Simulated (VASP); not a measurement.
Set up this calculation in VASP 6.6.1, as the native input.

```yaml
Task: single point
Functional: PBE
Potentials_or_basis: VASP PAW PBE potentials, release 64 (Eu, S)
Cutoff: 600 eV
k_mesh: 8 × 8 × 8
Occupations: fermi-dirac, width 0.05 eV
Spin: collinear spin, ferromagnetic start
Starting_moments: "[7.0, 0.0] μB"
Dipole_correction: no
Further_INCAR_settings: ALGO = Normal; EDIFF = 1e-06; NBANDS = 22
```

The structure of EuS lies in POSCAR:

```
EuS
1.0
    0.0000000000      2.9982257404      2.9982257404
    2.9982257404      0.0000000000      2.9982257404
    2.9982257404      2.9982257404      0.0000000000
Eu S
1 1
Direct
    0.0000000000      0.0000000000      0.0000000000
    0.5000000000      0.5000000000      0.5000000000
```

One way to write it, as run:

INCAR

```
PREC = Accurate ; ENCUT = 600
EDIFF = 1E-6 ; ISMEAR = -1
SIGMA = 0.05 ; LREAL = F
LASPH = T ; NELM = 200
ALGO = Normal ; ISIF = 2
LWAVE = F ; LCHARG = T
ISPIN = 2 ; MAGMOM = 7 0
LORBIT = 11 ; LMAXMIX = 6
GGA = PE ; LELF = T
LVHAR = T ; NBANDS = 22
GGA_COMPAT = F
```

KPOINTS

```
regular mesh
0
Gamma
  8 8 8
```

Potentials or basis: VASP PAW PBE potentials, release 64 (Eu, S).

Run with:

```sh
$ cat potpaw_PBE.64/Eu/POTCAR potpaw_PBE.64/S/POTCAR > POTCAR
$ mpirun -np 1 vasp_std > vasp.out
```

Results of the run:

| Item | Value |
| --- | --- |
| Pressure | -3.5 GPa |
| Band gap on the k mesh | zero (filled and empty bands overlap) |
| Net moment | 6.98 μB per cell |
| Site moments | Eu +6.59; S -0.07 μB |
| Valence electrons inside the program's atomic spheres | Eu 14.74; S 3.74 |

Caveat: the cell stands under tension; spin-orbit coupling is left out, which moves the levels of the heavy elements; a cell with one magnetic atom can't hold antiferromagnetic order, which such compounds often take; semilocal functionals describe open f shells poorly, which spoils levels, moments and volumes.

It took 97 s on 1 thread of AMD EPYC 9R45 96-Core Processor (Zen 5), with other jobs on the host, peak memory 0.26 GiB.
